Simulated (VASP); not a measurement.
# NaH in VASP: a series of runs

Runs on NaH. Level: PBEsol. Tasks: single point.

Program: VASP 6.6.1. These are calculated values, not measurements. Logs are shortened: lines on timing, memory, paths and dates and some standing lists are left out, and cuts for length are marked.

**1. The cell of the first run**

The structure is cubic, space group Fm-3m (No. 225). Conventional cell: a = 4.912 Å, b = 4.912 Å, c = 4.912 Å, α = 90.00°, β = 90.00°, γ = 90.00°. Within 3.2 Å of Na (site symmetry m-3m) lie 6 H at 2.46 Å. Within 3.2 Å of H (site symmetry m-3m) lie 6 Na at 2.46 Å.

**2. Single point, PBEsol (14.82 Å³/atom)**

The input, INCAR:

```
SYSTEM = NaH
  PREC = Accurate
  ENCUT = 520
  EDIFF = 1E-6
  ISMEAR = -1
  SIGMA = 0.03
  LREAL = .FALSE.
  LASPH = .TRUE.
  NELM = 80
  ALGO = Normal
  ISIF = 2
  LWAVE = .FALSE.
  LCHARG = .FALSE.
  GGA = PS
  NBANDS = 11
```

The input, KPOINTS:

```
Automatic mesh
0
G
  9 9 9
  0 0 0
```

The input, POSCAR:

```
NaH
1.0
    0.0000000000      2.4561594113      2.4561594113
    2.4561594113      0.0000000000      2.4561594113
    2.4561594113      2.4561594113      0.0000000000
Na H
1 1
Direct
    0.0000000000      0.0000000000      0.0000000000
    0.5000000000      0.5000000000      0.5000000000
```

Potentials or basis: VASP PAW PBE potentials, release 64 (Na_pv, H).

On the command line:

```bash
cat potpaw_PBE.64/Na_pv/POTCAR potpaw_PBE.64/H/POTCAR > POTCAR
mpirun -np 1 vasp_std > vasp.out
```

OUTCAR:

```text
SYSTEM = NaH
   PREC = Accurate
   ENCUT = 520
   EDIFF = 1E-6
   ISMEAR = -1
   LREAL = .FALSE.
   LASPH = .TRUE.
   NELM = 80
   ISIF = 2
   GGA = PS

 ion  position               nearest neighbor table
   1  0.000  0.000  0.000-
   2  0.500  0.500  0.500-

  LATTYP: Found a face centered cubic cell.
 ALAT       =     4.9123188226

  Lattice vectors:

 A1 = (   0.0000000000,   2.4561594113,   2.4561594113)
 A2 = (   2.4561594113,   0.0000000000,   2.4561594113)
 A3 = (   2.4561594113,   2.4561594113,   0.0000000000)

Analysis of symmetry for initial positions (statically):
=====================================================================
 Subroutine PRICEL returns:
 Original cell was already a primitive cell.

 Routine SETGRP: Setting up the symmetry group for a
 face centered cubic supercell.

 Subroutine GETGRP returns: Found 48 space group operations
 (whereof 48 operations were pure point group operations)
 out of a pool of 48 trial point group operations.

The static configuration has the point symmetry O_h .

Analysis of symmetry for dynamics (positions and initial velocities):
=====================================================================
 Subroutine PRICEL returns:
 Original cell was already a primitive cell.

 Routine SETGRP: Setting up the symmetry group for a
 face centered cubic supercell.

 Subroutine GETGRP returns: Found 48 space group operations
 (whereof 48 operations were pure point group operations)
 out of a pool of 48 trial point group operations.

The dynamic configuration has the point symmetry O_h .

 Subroutine INISYM returns: Found 48 space group operations
 (whereof 48 operations are pure point group operations),
 and found     1 'primitive' translations

----------------------------------------------------------------------------------------

                                     Primitive cell

  volume of cell :      29.6346

  direct lattice vectors                    reciprocal lattice vectors
     0.000000000  2.456159411  2.456159411    -0.203569849  0.203569849  0.203569849
     2.456159411  0.000000000  2.456159411     0.203569849 -0.203569849  0.203569849
     2.456159411  2.456159411  0.000000000     0.203569849  0.203569849 -0.203569849

  length of vectors
     3.473533951  3.473533951  3.473533951     0.352593321  0.352593321  0.352593321

  position of ions in fractional coordinates (direct lattice)
     0.000000000  0.000000000  0.000000000
     0.500000000  0.500000000  0.500000000

  ion indices of the primitive-cell ions
   primitive index   ion index
                 1           1
                 2           2

----------------------------------------------------------------------------------------

 KPOINTS: Automatic mesh

Automatic generation of k-mesh.
 Grid dimensions read from file:
 generate k-points for:    9    9    9

 Generating k-lattice:

  Cartesian coordinates                     Fractional coordinates (reciprocal lattice)
    -0.022618872  0.022618872  0.022618872     0.111111111  0.000000000  0.000000000
     0.022618872 -0.022618872  0.022618872     0.000000000  0.111111111  0.000000000
     0.022618872  0.022618872 -0.022618872     0.000000000  0.000000000  0.111111111

  Length of vectors
     0.039177036  0.039177036  0.039177036

  Shift w.r.t. Gamma in fractional coordinates (k-lattice)
     0.000000000  0.000000000  0.000000000

 Subroutine IBZKPT returns following result:
 ===========================================

 Found     35 irreducible k-points:

 Following reciprocal coordinates:
            Coordinates               Weight
  0.000000  0.000000  0.000000      1.000000
  0.111111  0.000000  0.000000      8.000000
  0.222222  0.000000  0.000000      8.000000
  0.333333  0.000000  0.000000      8.000000
  0.444444  0.000000  0.000000      8.000000
  0.111111  0.111111  0.000000      6.000000
[... 16 lines left out ...]
 -0.333333  0.333333  0.000000     12.000000
  0.444444  0.444444  0.000000      6.000000
 [... further k-points ...]
   k-points           NKPTS =     35   k-points in BZ     NKDIM =     35   number of bands    NBANDS=     11
   number of dos      NEDOS =    301   number of ions     NIONS =      2
   total plane-waves  NPLWV =  21952
   dimension x,y,z NGX =    28 NGY =   28 NGZ =   28
   dimension x,y,z NGXF=    56 NGYF=   56 NGZF=   56
   ions per type =               1   1
   NGX,Y,Z   is equivalent  to a cutoff of  13.40, 13.40, 13.40 a.u.
   NGXF,Y,Z  is equivalent  to a cutoff of  26.80, 26.80, 26.80 a.u.
 SYSTEM =  NaH
   PREC   = accura    normal or accurate (medium, high low for compatibility)
   ISTART =      0    job   : 0-new  1-cont  2-samecut
   ICHARG =      2    charge: 1-file 2-atom 10-const
   ISPIN  =      1    spin polarized calculation?
   LNONCOLLINEAR =      F non collinear calculations
   LSORBIT =      F    spin-orbit coupling
   LASPH  =      T    aspherical Exc in radial PAW
[... 31 lines left out ...]
   LEPSILON=     F    determine dielectric tensor
   LRPA    =     F    only Hartree local field effects (RPA)
 non-spin polarized calculation
  energy-cutoff  :      520.00
  volume of cell :       29.63
 maximum number of plane-waves:       821
 NGX is ok and might be reduce to    28
   NGX = 13   NGY = 13   NGZ = 13

 number of electron       8.0000008 magnetization

 Free energy of the ion-electron system (eV)
  ---------------------------------------------------
  ext. energy  EPLUGINS =         0.00000000
  ---------------------------------------------------
  free energy    TOTEN  =        -5.07565490 eV

  energy without entropy =       -5.07565490  energy(sigma->0) =       -5.07565490

 E-fermi :  -0.6430     XC(G=0):  -7.7236

 val. band max:       -1.3091461467   @ k =  -0.3333   0.4444   0.1111
 cond. band min:       2.4773937947   @ k =  -0.4444   0.1111   0.0000
 fundamental gap:      3.7865399414
 Fermi energy:        -0.6429973692

 k-point     1 :       0.0000    0.0000    0.0000
  band No.  band energies     occupation
      1     -23.3294      2.00000
      2     -23.3294      2.00000
      3     -23.3294      2.00000
      4      -4.8288      2.00000
      5       8.7452      0.00000
      6      13.7944      0.00000
      7      13.7944      0.00000
      8      13.7944      0.00000
      9      14.6261      0.00000
     10      14.6261      0.00000
     11      14.6261      0.00000

 k-point     2 :       0.1111    0.0000    0.0000
  band No.  band energies     occupation
      1     -23.3391      2.00000
      2     -23.3306      2.00000
      3     -23.3306      2.00000
      4      -4.6222      2.00000
      5       8.0762      0.00000
      6      11.4777      0.00000
      7      13.1053      0.00000
      8      13.1053      0.00000
      9      15.4900      0.00000
     10      15.4900      0.00000
     11      15.5394      0.00000

 k-point     3 :       0.2222    0.0000    0.0000
  band No.  band energies     occupation
      1     -23.3633      2.00000
      2     -23.3335      2.00000
      3     -23.3335      2.00000
      4      -4.0260      2.00000
      5       6.1998      0.00000
      6       9.9987      0.00000
      7      12.3928      0.00000
      8      12.3928      0.00000
      9      15.7273      0.00000
     10      15.7274      0.00000
     11      16.5890      0.00000

 k-point     4 :       0.3333    0.0000    0.0000
  band No.  band energies     occupation
      1     -23.3906      2.00000
      2     -23.3369      2.00000
      3     -23.3369      2.00000
      4      -3.1356      2.00000
      5       4.0454      0.00000
      6       9.3499      0.00000
      7      11.9320      0.00000
      8      11.9320      0.00000
      9      14.9701      0.00000
     10      14.9701      0.00000
     11      17.0789      0.00000
[... 239 lines left out ...]
 k-point    22 :      -0.4444    0.3333    0.0000
  band No.  band energies     occupation
      1     -23.3930      2.00000
      2     -23.3688      2.00000
      3     -23.3517      2.00000
      4      -1.4752      2.00000
      5       3.5858      0.00000
      6       5.3521      0.00000
      7       9.4839      0.00000
      8       9.9981      0.00000
      9      14.2874      0.00000
     10      19.4827      0.00000
     11      20.0224      0.00000

 k-point    23 :      -0.3333    0.3333    0.0000
  band No.  band energies     occupation
      1     -23.3830      2.00000
      2     -23.3808      2.00000
      3     -23.3474      2.00000
      4      -1.5157      2.00000
      5       4.1205      0.00000
      6       4.2867      0.00000
      7      10.0052      0.00000
      8      10.5380      0.00000
      9      16.4160      0.00000
     10      19.2513      0.00000
     11      19.6272      0.00000

 k-point    24 :       0.4444    0.4444    0.0000
  band No.  band energies     occupation
      1     -23.4003      2.00000
      2     -23.3564      2.00000
      3     -23.3564      2.00000
      4      -1.6029      2.00000
      5       3.2965      0.00000
      6       8.4274      0.00000
      7       9.0211      0.00000
      8       9.0211      0.00000
      9      10.1226      0.00000
     10      21.2900      0.00000
     11      23.1356      0.00000

 [... further k-points ...]
[... 5 lines left out ...]
  --------------------------------------------------------------------------------------
  -------------------------------------------------------------------------------------
  Total       -0.2934103     -0.2934103     -0.2934103      0.0000000      0.0000000      0.0000000
  in kB      -15.8630335    -15.8630335    -15.8630335      0.0000000      0.0000000      0.0000000
  external PRESSURE =     -15.8630335 kB  Pullay stress =       0.0000000 kB

 VOLUME and BASIS-vectors are now :
 -----------------------------------------------------------------------------
  energy-cutoff  :      520.00
  volume of cell :       29.63
      direct lattice vectors                 reciprocal lattice vectors
     0.000000000  2.456159411  2.456159411    -0.203569849  0.203569849  0.203569849
     2.456159411  0.000000000  2.456159411     0.203569849 -0.203569849  0.203569849
     2.456159411  2.456159411  0.000000000     0.203569849  0.203569849 -0.203569849

 POSITION                                       TOTAL-FORCE (eV/Angst)
 -----------------------------------------------------------------------------------
      0.00000      0.00000      0.00000         0.000000     -0.000000      0.000000
      2.45616      2.45616      2.45616        -0.000000      0.000000     -0.000000
 -----------------------------------------------------------------------------------
    total drift:                               -0.000000     -0.000000     -0.000000

  FREE ENERGIE OF THE ION-ELECTRON SYSTEM (eV)
  ---------------------------------------------------
  free  energy   TOTEN  =        -5.0756548972 eV

  energy  without entropy=       -5.0756548972  energy(sigma->0) =       -5.07565490
```

It took 19 s on 1 thread of Intel Xeon 8259CL, shared host; peak memory 0.15 GiB.

What came out:

```
Free energy            : -5.0757 eV
Pressure               : -1.6 GPa
Band gap on the k mesh : 3.79 eV (least direct gap 4.50 eV)
```

Caveat: the PAW data sets were made with another functional, which shifts forces and pressure a little; an odd mesh through Γ misses points on the zone boundary, where band edges can lie.

**3. Single point, PBEsol (14.67 Å³/atom)**

This run uses another cell than the first one, of 14.67 Å³/atom.

The input, INCAR:

```
PREC     = Accurate       # precision mode
ENCUT    = 520            # plane-wave cutoff, eV
EDIFF    = 1E-6           # SCF threshold, eV
ISMEAR   = -1             # smearing method
SIGMA    = 0.03           # smearing width, eV
LREAL    = False          # projectors in reciprocal space
LASPH    = True           # aspherical terms in the spheres
NELM     = 60             # most SCF steps
ALGO     = Normal         # electronic algorithm
ISIF     = 2              # what is computed and relaxed
LWAVE    = False          # write WAVECAR
LCHARG   = False          # write CHGCAR
GGA      = PS             # functional
NBANDS   = 11             # bands
```

The input, KPOINTS:

```
regular mesh
0
Gamma
  9 9 9
```

The input, POSCAR:

```
NaH
1.0
    0.0000000000      2.4481063718      2.4481063718
    2.4481063718      0.0000000000      2.4481063718
    2.4481063718      2.4481063718      0.0000000000
Na H
1 1
Direct
    0.0000000000      0.0000000000      0.0000000000
    0.5000000000      0.5000000000      0.5000000000
```

Potentials or basis: VASP PAW PBE potentials, release 64 (Na_pv, H).

On the command line:

```bash
cat potpaw_PBE.64/Na_pv/POTCAR potpaw_PBE.64/H/POTCAR > POTCAR
mpirun -np 1 vasp_std > vasp.out
```

Run time: 19 s. Hardware: 1 thread of Intel Xeon 8259CL, shared host; peak memory 0.15 GiB.

The run converged. Its results:

* Free energy: -5.0782 eV
* Pressure: -1.4 GPa
* Band gap on the k mesh: 3.80 eV (least direct gap 4.52 eV)

Levels at points of the mesh, in eV from the valence-band top:
| k point | band 2 | band 3 | band 4 | band 5 | band 6 | band 7 |
| --- | --- | --- | --- | --- | --- | --- |
| (0.00, 0.00, 0.00) | -22.00 | -22.00 | -3.55 | 10.14 | 15.18 | 15.18 |

Caveat: the PAW data sets were made with another functional, which shifts forces and pressure a little; an odd mesh through Γ misses points on the zone boundary, where band edges can lie.

**4. Single point, PBEsol (15.40 Å³/atom)**

This run uses another cell than the first one, of 15.40 Å³/atom.

Changes to INCAR since step 3:

```diff
@@ -7,3 +7,3 @@
 LASPH    = True           # aspherical terms in the spheres
-NELM     = 60             # most SCF steps
+NELM     = 80             # most SCF steps
 ALGO     = Normal         # electronic algorithm
```

The input, KPOINTS:

```
Automatic mesh
0
Gamma
  9 9 9
```

The input, POSCAR:

```
NaH
1.0
    0.0000000000      2.4878552867      2.4878552867
    2.4878552867      0.0000000000      2.4878552867
    2.4878552867      2.4878552867      0.0000000000
Na H
1 1
Direct
    0.0000000000      0.0000000000      0.0000000000
    0.5000000000      0.5000000000      0.5000000000
```

On the command line:

```bash
cat potpaw_PBE.64/Na_pv/POTCAR potpaw_PBE.64/H/POTCAR > POTCAR
mpirun -np 1 vasp_std > vasp.out
```

Wall time 18 s (1 thread of Intel Xeon 8259CL, shared host); peak memory 0.15 GiB.

It converged, with:

```yaml
Free_energy: -5.0623 eV
Pressure: -2.2 GPa
Band_gap_on_the_k_mesh: 3.72 eV (least direct gap 4.42 eV)
```

Levels at points of the mesh, in eV from the valence-band top:
```tsv
k point	band 1	band 2	band 3	band 4	band 5	band 6	band 7	band 8	band 9
(0.00, 0.00, 0.00)	-22.09	-22.09	-22.09	-3.41	9.73	14.83	14.83	14.83	15.57
```

Caveat: the PAW data sets were made with another functional, which shifts forces and pressure a little; an odd mesh through Γ misses points on the zone boundary, where band edges can lie.

**5. Single point, PBEsol (equal xx and yy strain of -2 %)**

The input, INCAR:

```
SYSTEM = NaH
  PREC = Accurate
  ENCUT = 520
  EDIFF = 1E-6
  ISMEAR = -1
  SIGMA = 0.03
  LREAL = .FALSE.
  LASPH = .TRUE.
  NELM = 100
  ALGO = Normal
  ISIF = 2
  LWAVE = .FALSE.
  LCHARG = .FALSE.
  GGA = PS
  NBANDS = 11
```

The input, KPOINTS:

```
regular mesh
0
G
  9 9 9
  0 0 0
```

The input, POSCAR:

```
NaH
1.0
    0.0000000000      2.3912000000      2.4400000000
    2.3912000000      0.0000000000      2.4400000000
    2.3912000000      2.3912000000      0.0000000000
Na H
1 1
Direct
    0.0000000000      0.0000000000      0.0000000000
    0.5000000000      0.5000000000      0.5000000000
```

On the command line:

```bash
cat potpaw_PBE.64/Na_pv/POTCAR potpaw_PBE.64/H/POTCAR > POTCAR
mpirun -np 1 vasp_std > vasp.out
```

Run time: 32 s. Hardware: 1 thread of Intel Xeon 8259CL, shared host; peak memory 0.16 GiB.

The run converged. Its results:

```yaml
Free_energy: -5.0849 eV
Pressure: -0.3 GPa
Band_gap_on_the_k_mesh: 3.86 eV (least direct gap 4.63 eV)
```

Stress tensor (GPa, compression positive):
```
-0.12  0.00  0.00
 0.00 -0.12  0.00
 0.00  0.00 -0.78
```

Levels at points of the mesh, in eV from the valence-band top:
```csv
k point,band 1,band 2,band 3,band 4,band 5,band 6,band 7,band 8,band 9
"(0.00, 0.00, 0.00)",-21.94,-21.93,-21.93,-3.71,10.55,15.46,15.57,15.57,16.49
```

Caveat: the cell differs from its parent crystal (equal xx and yy strain of -2 %); the PAW data sets were made with another functional, which shifts forces and pressure a little; an odd mesh through Γ misses points on the zone boundary, where band edges can lie.

**6. Single point, PBEsol (zz strain of -2 %)**

The input, INCAR:

```
PREC     = Accurate       # precision mode
ENCUT    = 520            # plane-wave cutoff, eV
EDIFF    = 1E-6           # SCF threshold, eV
ISMEAR   = -1             # smearing method
SIGMA    = 0.03           # smearing width, eV
LREAL    = False          # projectors in reciprocal space
LASPH    = True           # aspherical terms in the spheres
NELM     = 60             # most SCF steps
ALGO     = Normal         # electronic algorithm
ISIF     = 2              # what is computed and relaxed
LWAVE    = False          # write WAVECAR
LCHARG   = False          # write CHGCAR
GGA      = PS             # functional
NBANDS   = 11             # bands
```

The input, KPOINTS:

```
Automatic mesh
0
Gamma
  9 9 9
```

The input, POSCAR:

```
NaH
1.0
    0.0000000000      2.4400000000      2.3912000000
    2.4400000000      0.0000000000      2.3912000000
    2.4400000000      2.4400000000      0.0000000000
Na H
1 1
Direct
    0.0000000000      0.0000000000      0.0000000000
    0.5000000000      0.5000000000      0.5000000000
```

Potentials or basis: VASP PAW PBE potentials, release 64 (Na_pv, H).

On the command line:

```bash
cat potpaw_PBE.64/Na_pv/POTCAR potpaw_PBE.64/H/POTCAR > POTCAR
mpirun -np 1 vasp_std > vasp.out
```

Run time: 32 s. Hardware: 1 thread of Intel Xeon 8259CL, shared host; peak memory 0.16 GiB.

Results (log left out):

```
Free energy            : -5.0831 eV
Pressure               : -0.8 GPa
Band gap on the k mesh : 3.82 eV (least direct gap 4.59 eV)
```

Stress tensor (GPa, compression positive):
```
-1.00  0.00  0.00
 0.00 -1.00  0.00
 0.00  0.00 -0.37
```

Levels at points of the mesh, in eV from the valence-band top:
```csv
k point,band 1,band 2,band 3,band 4,band 5,band 6,band 7,band 8
"(0.00, 0.00, 0.00)",-21.98,-21.98,-21.98,-3.66,10.36,15.33,15.33,15.44
```

Caveat: the cell differs from its parent crystal (zz strain of -2 %); the PAW data sets were made with another functional, which shifts forces and pressure a little; an odd mesh through Γ misses points on the zone boundary, where band edges can lie.

**7. The runs side by side**

```tsv
cell	gap on the mesh (eV)	pressure (GPa)
a = 3.474 Å, angles 60.0°, 2 atoms	3.79	-1.6
a = 3.462 Å, angles 60.0°, 2 atoms	3.80	-1.4
a = 3.518 Å, angles 60.0°, 2 atoms	3.72	-2.2
a = 3.416, b = 3.416, c = 3.382 Å, angles 60.3, 60.3, 59.3°, 2 atoms	3.86	-0.3
a = 3.416, b = 3.416, c = 3.451 Å, angles 59.7, 59.7, 60.7°, 2 atoms	3.82	-0.8
```

Alike in all rows: task single point; level PBEsol; potentials or basis VASP PAW PBE potentials, release 64 (Na_pv, H); no spin polarisation; k mesh 9 × 9 × 9; cutoff (eV) 520; smearing fermi-dirac 0.03 eV.

Caveats: the PAW data sets were made with another functional, which shifts forces and pressure a little; an odd mesh through Γ misses points on the zone boundary, where band edges can lie.

Total energies depend on the potentials used, so only differences within one code and one set of settings carry meaning.
